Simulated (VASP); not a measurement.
## Al15Pt8 (a cell with a defect): single point with PBE

Al15Pt8 (a cell with a defect):

```
Pt Al
1.0
     0.00000    5.95524    5.95524
     5.95524    0.00000    5.95524
     5.95524    5.95524    0.00000
Pt Al
8 15
Direct
  0.00060 0.00027 0.99964
  0.98976 0.00394 0.50324
  0.00061 0.50044 0.99964
  0.00061 0.50043 0.49946
  0.50421 0.00396 0.98876
  0.50423 0.00397 0.50325
  0.50043 0.50043 0.99963
  0.50426 0.48934 0.50327
  0.12707 0.12387 0.12612
  0.37197 0.37895 0.37098
  0.12709 0.12384 0.62311
  0.37196 0.37895 0.87824
  0.12556 0.62538 0.12460
  0.12712 0.62688 0.62307
  0.37196 0.87175 0.87823
  0.62407 0.12384 0.12613
  0.87924 0.37893 0.37099
  0.62565 0.12525 0.62465
  0.87558 0.37537 0.87460
  0.62405 0.62689 0.12613
  0.87920 0.87175 0.37100
  0.62404 0.62690 0.62305
  0.87920 0.87175 0.87822
```

* Program: VASP 6.6.1
* Task: single point
* Functional: PBE
* Potentials or basis: VASP PAW PBE potentials, release 64 (Pt, Al)
* Cutoff: 520 eV
* k mesh: 2 × 2 × 2
* Occupations: methfessel-paxton, width 0.15 eV
* Spin: no spin polarisation
* Dipole correction: no
* Further INCAR settings: LREAL = Auto; ALGO = Normal; EDIFF = 1e-06; NBANDS = 80

- Pressure: -1.0 GPa
- Largest force: 0.025 eV/Å
- Band gap on the k mesh: zero (an odd number of electrons rules out a gap without spin polarisation)

Forces on the atoms (eV/Å):
```
Pt  -0.004  0.005 -0.001
Pt  -0.001  0.001  0.002
Pt   0.002  0.005  0.006
Pt  -0.005 -0.001  0.006
Pt   0.002  0.002  0.002
Pt  -0.002 -0.003  0.003
Pt   0.003 -0.002 -0.001
Pt   0.002 -0.001  0.001
Al   0.000 -0.023 -0.002
Al   0.000 -0.004  0.002
Al   0.023 -0.001 -0.001
Al   0.004  0.001  0.002
Al   0.000 -0.001 -0.005
Al   0.000  0.001 -0.025
Al   0.001  0.000 -0.003
Al   0.000  0.000  0.023
Al   0.001 -0.001  0.003
Al   0.001 -0.002 -0.005
Al   0.001 -0.002 -0.005
Al  -0.023  0.000 -0.003
Al  -0.004  0.000  0.002
Al   0.000  0.024 -0.002
Al   0.000  0.003  0.002
```

Levels at points of the mesh, in eV from the Fermi level:
```tsv
k point	band 60	band 61	band 62	band 63	band 64	band 65
(0.00, 0.00, 0.00)	-0.85	-0.85	1.23	1.23	1.23	1.44
(0.50, 0.00, 0.00)	-0.56	-0.17	-0.07	0.00	0.00	0.02
(0.00, 0.50, 0.00)	-0.56	-0.17	-0.07	0.00	0.00	0.02
(0.00, 0.00, 0.50)	-0.56	-0.17	-0.07	0.00	0.00	0.02
(0.50, 0.50, 0.50)	-0.56	-0.17	-0.07	0.00	0.00	0.02
(0.50, 0.50, 0.00)	-0.50	-0.47	-0.47	0.52	0.72	0.80
(0.00, 0.50, 0.50)	-0.50	-0.47	-0.47	0.52	0.72	0.80
(0.50, 0.00, 0.50)	-0.50	-0.47	-0.47	0.52	0.72	0.80
```

Wall time 3.6 min on 1 thread of Intel(R) Xeon(R) 6975P-C (Granite Rapids) (shared host), peak memory 0.62 GiB.

Caveat: the k points lie up to 0.46 Å⁻¹ apart, too coarse for converged energies and pressures of a metal; spin-orbit coupling is left out, which moves the levels of the heavy elements.
